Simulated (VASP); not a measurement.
A run of VASP 6.6.1 is set up as follows.

File POSCAR:

```
BeS
1.0
    0.0000000000      2.4250000000      2.4250000000
    2.4250000000      0.0000000000      2.4250000000
    2.4250000000      2.4250000000      0.0000000000
Be S
1 1
Direct
    0.0000000000      0.0000000000      0.0000000000
    0.7500000000      0.7500000000      0.7500000000
```

The input INCAR.step1:

```
  PREC = Accurate
  ENCUT = 520
  ISMEAR = 0
  SIGMA = 0.05
  LREAL = False
  LASPH = True
  NELM = 100
  NBANDS = 11
  GGA = PE
  ALGO = Normal
  EDIFF = 1E-4
  LWAVE = True
  LCHARG = False
```

Contents of INCAR.step2:

```
  PREC = Accurate
  ENCUT = 520
  EDIFF = 1E-7
  ISMEAR = 0
  SIGMA = 0.05
  LREAL = False
  LASPH = True
  NELM = 100
  ALGO = Normal
  ISIF = 2
  LWAVE = False
  LCHARG = False
  METAGGA = R2SCAN
  LMIXTAU = True
  NBANDS = 11
  ISTART = 1
```

The input KPOINTS:

```
regular mesh
0
Gamma
  8 8 8
```

Potentials or basis: VASP PAW PBE potentials, release 64 (Be, S).

The run is started by

```bash
$ cat potpaw_PBE.64/Be/POTCAR potpaw_PBE.64/S/POTCAR > POTCAR
$ cp INCAR.step1 INCAR
$ mpirun -np 1 vasp_std > vasp.out
$ cp INCAR.step2 INCAR
$ mpirun -np 1 vasp_std > vasp.out
```

Question: Predict the pressure.

Answer: 1.4 GPa.

Question: Estimate the band gap on the k mesh.

Answer: 3.57 eV, indirect (least direct gap 6.26 eV).

Caveat: the PAW data sets were made with another functional, which shifts forces and pressure a little. r2SCAN opens gaps a little over a GGA but as a rule still falls short of measured ones.
